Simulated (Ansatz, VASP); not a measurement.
# Two plane-wave programs on Mg5O

INCAR

```
SYSTEM = Mg5O
PREC     = Accurate       ! precision mode
ENCUT    = 600            ! plane-wave cutoff, eV
EDIFF    = 1E-6           ! SCF threshold, eV
ISMEAR   = 0              ! smearing method
SIGMA    = 0.1            ! smearing width, eV
LREAL    = .FALSE.        ! projectors in reciprocal space
LASPH    = .TRUE.         ! aspherical terms in the spheres
NELM     = 150            ! most SCF steps
ALGO     = Normal         ! electronic algorithm
ISIF     = 3              ! what is computed and relaxed
LWAVE    = .FALSE.        ! write WAVECAR
LCHARG   = .FALSE.        ! write CHGCAR
ISPIN    = 2              ! spin polarisation
MAGMOM   = 0 0 0 0 0 1    ! initial moments
LORBIT   = 11             ! projections on sites
GGA      = PE             ! functional
IBRION   = 2              ! ionic algorithm
NSW      = 90             ! ionic steps
EDIFFG   = -0.04          ! ionic threshold
```

The input KPOINTS:

```
Automatic mesh
0
G
  4 4 4
  0 0 0
```

POSCAR

```
Mg5O
1.0
    0.0000000000      3.6644584700      3.6644584700
    3.6644584700      0.0000000000      3.6644584700
    3.6644584700      3.6644584700      0.0000000000
Mg O
5 1
Direct
    0.3727328200      0.8757557300      0.8757557300
    0.8757557300      0.3727328200      0.8757557300
    0.8757557300      0.8757557300      0.3727328200
    0.8757557300      0.8757557300      0.8757557300
    0.5000000000      0.5000000000      0.5000000000
    0.2500000000      0.2500000000      0.2500000000
```

Input for Ansatz:

```yaml
crystal:
  lattice:
    - [0.0, 3.66445847, 3.66445847]
    - [3.66445847, 0.0, 3.66445847]
    - [3.66445847, 3.66445847, 0.0]
  atoms:
    - { symbol: Mg, position: [0.37273282, 0.87575573, 0.87575573] }
    - { symbol: Mg, position: [0.87575573, 0.37273282, 0.87575573] }
    - { symbol: Mg, position: [0.87575573, 0.87575573, 0.37273282] }
    - { symbol: Mg, position: [0.87575573, 0.87575573, 0.87575573] }
    - { symbol: Mg, position: [0.5, 0.5, 0.5] }
    - { symbol: O, position: [0.25, 0.25, 0.25], spin: 1.0 }
basis:
  ecutwfc: 420
kpoints:
  mp_grid: { grid: [4, 4, 4] }
hamiltonian:
  xc: pbe
scf:
  occupations: { method: gaussian, width: 0.1 }
  lower_state_search: "off"
output:
  forces: true
  stress: true
  eigenvalues: true
  populations: true
magnetization:
  spin_polarized: true
relax:
  adjacent_minimum: "off"
  f_tol: 0.04
  max_steps: 70
  cell: { stress_tol: 0.4 }
```

Change from the starting cell: species swapped into the Be5Fe type (F-43m, No. 216).

Alike in both runs: task relaxation of cell and atoms; functional PBE; k mesh 4 × 4 × 4; occupations gaussian, width 0.1 eV; collinear spin.

```csv
,VASP,Ansatz
version,VASP 6.6.1,Ansatz 0.2.0
potentials or method,"VASP PAW PBE potentials, release 64 (Mg, O), cutoff 600 eV","scalar-relativistic, plane waves, PAW"
valence electrons in the cell,16,56
```

|  | VASP | Ansatz | Ansatz less VASP |
| --- | --- | --- | --- |
| gap on the k mesh at the Fermi level, each at its own relaxed structure (eV) | none | none | - |
| net moment per atom (μB) | 0.24 | 0.24 | -0.001 |
| size of the moment on the site where the two differ most (μB) | 0.53 | 0.62 | +0.097 |
| relaxed volume (Å³/atom) | 21.79 | 21.83 | +0.048 |
| relaxed cell length with the largest relative difference (Å) | 5.697 | 5.701 | +0.0042 |

Site moments also hang on the region over which each program counts them. A gap of «none» marks a metal or a gap that the smearing closes. VASP's potentials hold 16 valence electrons a cell and Ansatz's 56, so a difference there can come from the potentials and not from the codes.

The k mesh is coarse, so the values compare programs but aren't converged. Noted on VASP's run: the volume moved by over 15 % at a fixed basis, so the end points are rough.
